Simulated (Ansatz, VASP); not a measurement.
MgO in VASP and in Ansatz

```
CELL_PARAMETERS angstrom
3.41757 0.00000 0.00000
-1.70879 2.95970 0.00000
0.00000 0.00000 4.69980
ATOMIC_POSITIONS crystal
Mg 0.33333 0.66667 0.93364
Mg 0.66667 0.33333 0.48205
O 0.33333 0.66667 0.46957
O 0.66667 0.33333 0.92395
```

Alike in both runs: task single point; functional PBE; k mesh 9 × 9 × 6; occupations gaussian, width 0.02 eV; no spin polarisation.

```csv
,VASP,Ansatz
version,VASP 6.6.1,Ansatz 0.2.0
potentials or method,"VASP PAW PBE potentials, release 64 (Mg, O), cutoff 520 eV","scalar-relativistic, plane waves, PAW"
valence electrons in the cell,16,32
```

|  | VASP | Ansatz | Ansatz less VASP |
| --- | --- | --- | --- |
| gap on the k mesh at the Fermi level (eV) | 3.00 | 3.02 | +0.020 |
| least direct gap on the mesh (eV) | 3.00 | 3.02 | +0.020 |
| pressure (GPa) | 0.1 | 0.5 | +0.43 |
| traceless stress, the component that is largest in VASP (GPa) | -5.37 | -5.30 | +0.064 |
| rms of the force components (eV/Å) | 0.312 | 0.311 | -0.0014 |

Atom by atom the forces differ by 0.003 eV/Å (rms over components). With one functional, cell and mesh, what is left measures potentials, basis and numerics. VASP's potentials hold 16 valence electrons a cell and Ansatz's 32, so a difference there can come from the potentials and not from the codes.
